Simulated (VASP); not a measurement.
Set up this calculation in VASP 6.6.1, as the native input.

```yaml
Task: single point
Functional: PBE
Potentials_or_basis: VASP PAW PBE potentials, release 64 (Mo_sv, Ru_pv)
Cutoff: 520 eV
k_mesh: 6 × 6 × 6
Occupations: gaussian, width 0.1 eV
Spin: no spin polarisation
Dipole_correction: no
Further_INCAR_settings: ALGO = Fast; EDIFF = 1e-06; NBANDS = 36
```

The structure of Mo3Ru lies in POSCAR:

```
Mo3Ru
1.0
    0.0000000000      3.2291133200      3.2291133200
    3.2291133200      0.0000000000      3.2291133200
    3.2291133200      3.2291133200      0.0000000000
Mo Ru
3 1
Direct
    0.7500000000      0.7500000000      0.7500000000
    0.2500000000      0.2500000000      0.2500000000
    0.0000000000      0.0000000000      0.0000000000
    0.5000000000      0.5000000000      0.5000000000
```

One way to write it, as run:

INCAR

```
SYSTEM = Mo3Ru
PREC = Accurate
ENCUT = 520
EDIFF = 1E-6
ISMEAR = 0
SIGMA = 0.1
LREAL = .FALSE.
LASPH = .TRUE.
NELM = 80
ALGO = Fast
ISIF = 2
LWAVE = .FALSE.
LCHARG = .FALSE.
GGA = PE
NBANDS = 36
```

KPOINTS

```
Automatic mesh
0
G
  6 6 6
  0 0 0
```

Potentials or basis: VASP PAW PBE potentials, release 64 (Mo_sv, Ru_pv).

Run with:

```console
$ cat potpaw_PBE.64/Mo_sv/POTCAR potpaw_PBE.64/Ru_pv/POTCAR > POTCAR
$ mpirun -np 1 vasp_std > vasp.out
```

Results of the run:

```yaml
Pressure: -19.2 GPa
Band_gap_on_the_k_mesh: zero (band 28 reaches 11.52 eV, above the bottom of band 29 at 10.76 eV)
```

Wall time 23 s on 1 thread of Intel(R) Xeon(R) 6975P-C (Granite Rapids) (shared host), peak memory 0.21 GiB.
